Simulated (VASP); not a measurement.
Set up this calculation in VASP 6.6.1, as the native input.

```yaml
Task: single point
Functional: LDA
Potentials_or_basis: VASP PAW LDA potentials, release 64 (As)
Cutoff: 520 eV
k_mesh: 15 × 15 × 15
Occupations: fermi-dirac, width 0.1 eV
Spin: no spin polarisation
Dipole_correction: no
Further_INCAR_settings: ALGO = Normal; EDIFF = 1e-07; NBANDS = 8
```

The structure of As lies in POSCAR:

```
As
1.0
   -1.6675819151      1.6675819151      1.6675819151
    1.6675819151     -1.6675819151      1.6675819151
    1.6675819151      1.6675819151     -1.6675819151
As
1
Direct
    0.0000000000      0.0000000000      0.0000000000
```

This cell differs from its parent crystal: volume scaled by 1.04.

These files were run (other wordings do the same):

INCAR

```
SYSTEM = As
ALGO     = Normal         ! electronic algorithm
EDIFF    = 1E-7           ! SCF threshold, eV
ENCUT    = 520            ! plane-wave cutoff, eV
GGA      = CA             ! functional
ISIF     = 2              ! what is computed and relaxed
ISMEAR   = -1             ! smearing method
LASPH    = .True.         ! aspherical terms in the spheres
LCHARG   = .False.        ! write CHGCAR
LREAL    = .False.        ! projectors in reciprocal space
LWAVE    = .False.        ! write WAVECAR
NBANDS   = 8              ! bands
NELM     = 60             ! most SCF steps
PREC     = Accurate       ! precision mode
SIGMA    = 0.1            ! smearing width, eV
```

KPOINTS

```
k-points
0
Gamma
  15 15 15
  0 0 0
```

Potentials or basis: VASP PAW LDA potentials, release 64 (As).

Run with:

```sh
$ cat potpaw_LDA.64/As/POTCAR > POTCAR
$ mpirun -np 1 vasp_std > vasp.out
```

It gave:

```yaml
Pressure: -3.2 GPa
```

It took 28 s on 1 thread of AMD EPYC 7R43 64-Core Processor (Zen 3), on a shared host, peak memory 0.1 GiB.
